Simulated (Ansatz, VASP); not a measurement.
## One calculation of Ca, two programs

```
CELL_PARAMETERS angstrom
0.00000 2.60672 2.60672
2.60672 0.00000 2.60672
2.60672 2.60672 0.00000
ATOMIC_POSITIONS crystal
Ca 0.00000 0.00000 0.00000
```

Change from the starting cell: volume scaled by 0.84, LAPW.

Alike in both runs: task single point; functional PBE; k mesh 12 × 12 × 12; occupations fermi-dirac, width 0.08 eV; no spin polarisation.

|  | VASP | Ansatz |
| --- | --- | --- |
| version | VASP 6.6.1 | Ansatz 0.2.0 |
| potentials or method | VASP PAW PBE potentials, release 64 (Ca_sv), cutoff 520 eV | all-electron LAPW, scalar-relativistic |

|  | VASP | Ansatz | Ansatz less VASP |
| --- | --- | --- | --- |
| pressure (GPa) | 4.0 | 4.0 | -0.01 |

Ansatz ran all-electron here, and VASP with PAW potentials.
